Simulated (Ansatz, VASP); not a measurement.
**Si2W in VASP and in Ansatz**

File INCAR:

```
ALGO = Normal
EDIFF = 1E-6
EDIFFG = -0.01
ENCUT = 600
GGA = PE
IBRION = 2
ISIF = 3
ISMEAR = 0
LASPH = True
LCHARG = False
LREAL = False
LWAVE = False
NELM = 80
NSW = 100
PREC = Accurate
SIGMA = 0.1
```

The input KPOINTS:

```
k-points
0
Gamma
  10 10 10
```

POSCAR

```
Si2W
1.0
   -3.3061054311      3.3061054311      2.2641031269
    3.3061054311     -3.3061054311      2.2641031269
    3.3061054311      3.3061054311     -2.2641031269
Si W
4 2
Direct
    0.8623464142      0.5468143037      0.6844678894
    0.8623464142      0.1778785248      0.3155321106
    0.9278785248      0.1123464142      0.8155321106
    0.2968143037      0.1123464142      0.1844678894
    0.3417059905      0.8417059905      0.5000000000
    0.5917059905      0.5917059905      0.0000000000
```

Input for Ansatz:

```yaml
crystal:
  lattice:
    - [-3.3061054311, 3.3061054311, 2.2641031269]
    - [3.3061054311, -3.3061054311, 2.2641031269]
    - [3.3061054311, 3.3061054311, -2.2641031269]
  atoms:
    - { symbol: Si, position: [0.8623464142, 0.5468143037, 0.6844678894] }
    - { symbol: Si, position: [0.8623464142, 0.1778785248, 0.3155321106] }
    - { symbol: Si, position: [0.9278785248, 0.1123464142, 0.8155321106] }
    - { symbol: Si, position: [0.2968143037, 0.1123464142, 0.1844678894] }
    - { symbol: W, position: [0.3417059905, 0.8417059905, 0.5] }
    - { symbol: W, position: [0.5917059905, 0.5917059905, 0.0] }
basis:
  ecutwfc: 420
kpoints:
  mp_grid: { grid: [10, 10, 10] }
hamiltonian:
  xc: pbe
scf:
  occupations: { method: gaussian, width: 0.1 }
output:
  forces: true
  stress: true
  eigenvalues: true
relax:
  adjacent_minimum: "off"
  f_tol: 0.01
  max_steps: 80
  cell: { stress_tol: 0.05 }
```

Alike in both runs: task relaxation of cell and atoms; functional PBE; k mesh 10 × 10 × 10; occupations gaussian, width 0.1 eV; no spin polarisation.

|  | VASP | Ansatz |
| --- | --- | --- |
| version | VASP 6.6.1 | Ansatz 0.2.0 |
| potentials or method | VASP PAW PBE potentials, release 64 (Si, W_sv), cutoff 600 eV | scalar-relativistic, plane waves, PAW |
| valence electrons in the cell | 44 | 44 |

```csv
,VASP,Ansatz,Ansatz less VASP
"gap on the k mesh at the Fermi level, each at its own relaxed structure (eV)",none,none,-
relaxed volume (Å³/atom),16.50,16.50,0.000
relaxed length of the cell vector where the two differ most in proportion (Å),5.195,5.195,0.0000
```

A gap of «none» marks a metal or a gap that the smearing closes.

Spin-orbit coupling is off throughout. Noted on VASP's run: the relaxation stopped at its first step, so nothing moved.
